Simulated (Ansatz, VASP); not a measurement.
**One calculation of InP, two programs**

```
In P
1.0
     0.00000    2.89411    2.77835
     2.89411    0.00000    2.77835
     2.89411    2.89411    0.00000
In P
1 1
Cartesian
  0.0000 0.0000 0.0000
  2.8941 2.8941 2.7783
```

Alike in both runs: task single point; functional PBE; k mesh 16 × 16 × 16; occupations gaussian, width 0.15 eV; no spin polarisation.

|  | VASP | Ansatz |
| --- | --- | --- |
| version | VASP 6.6.1 | Ansatz 0.2.0 |
| potentials or method | VASP PAW PBE potentials, release 64 (In_d, P), cutoff 520 eV | scalar-relativistic, plane waves, PAW |
| valence electrons in the cell | 18 | 18 |

```csv
,VASP,Ansatz,Ansatz less VASP
gap on the k mesh at the Fermi level (eV),none,none,-
pressure (GPa),-5.2,-5.1,+0.04
"traceless stress, the component that is largest in VASP (GPa)",1.88,1.89,+0.008
```

A gap of «none» marks a metal or a gap that the smearing closes. With one functional, cell and mesh, what is left measures potentials, basis and numerics.
